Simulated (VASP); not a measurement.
Input of a VASP 6.6.1 run:

File INCAR:

```
SYSTEM = Li
ALGO     = Normal         ! electronic algorithm
EDIFF    = 1E-6           ! SCF threshold, eV
ENCUT    = 520            ! plane-wave cutoff, eV
GGA      = PE             ! functional
ISIF     = 2              ! what is computed and relaxed
ISMEAR   = -1             ! smearing method
LASPH    = .True.         ! aspherical terms in the spheres
LCHARG   = .True.         ! write CHGCAR
LELF     = .True.         ! ELF
LREAL    = Auto         
LVHAR    = .True.       
LWAVE    = .False.        ! write WAVECAR
NBANDS   = 38             ! bands
NELM     = 60             ! most SCF steps
PREC     = Accurate       ! precision mode
SIGMA    = 0.11           ! smearing width, eV
```

Contents of KPOINTS:

```
k-points
0
Gamma
  2 2 2
  0 0 0
```

The input POSCAR:

```
Li
1.0
    6.9800000000      0.0000000000      0.0000000000
    0.0000000000      6.9800000000      0.0000000000
    0.0000000000      0.0000000000      6.9800000000
Li
16
Direct
   -0.0661891117      0.0286103152      0.0402865330
    0.4235673352      0.0481518625      0.0117621777
   -0.0846131805      0.4880229226      0.0709455587
   -0.1316618911      0.0490257880      0.5251719198
    0.1930515759      0.2876361032      0.2650000000
    0.4184813754      0.5395128940      0.0409025788
    0.3878653295      0.0655587393      0.5249140401
    0.6445415473      0.2582951289      0.2883810888
   -0.0722063037      0.5621919771      0.5655873926
    0.1840830946      0.8292406877      0.2769197708
    0.1691260745      0.3008166189      0.7835959885
    0.4072063037      0.5461747851      0.5206590258
    0.6350859599      0.7945272206      0.2881375358
    0.7073495702      0.2957593123      0.8098567335
    0.2039828080      0.7634240688      0.8028510029
    0.6548710602      0.7850429799      0.7674498567
```

Potentials or basis: VASP PAW PBE potentials, release 64 (Li_sv).

Command:

```bash
$ cat potpaw_PBE.64/Li_sv/POTCAR > POTCAR
$ mpirun -np 1 vasp_std > vasp.out
```

**Question.** What does it give for the band gap on the k mesh?

**Answer.** Zero (band 24 reaches 0.74 eV, above the bottom of band 25 at -0.03 eV).

**Question.** Estimate the largest force.

**Answer.** 0.479 eV/Å.

Forces in eV/Å, atoms in the order of the input:
```
Li  -0.108 -0.041 -0.123
Li   0.093  0.051  0.005
Li   0.032  0.474  0.062
Li   0.451 -0.046  0.069
Li  -0.190  0.002  0.090
Li   0.110 -0.108 -0.001
Li   0.154 -0.181  0.335
Li   0.021  0.222 -0.068
Li   0.029 -0.099 -0.372
Li  -0.072 -0.263  0.090
Li  -0.016 -0.105  0.028
Li   0.124 -0.175  0.028
Li   0.114 -0.002 -0.120
Li  -0.424  0.008 -0.183
Li  -0.291  0.207 -0.033
Li  -0.027  0.055  0.193
```

Caveat: the k points lie up to 0.45 Å⁻¹ apart.
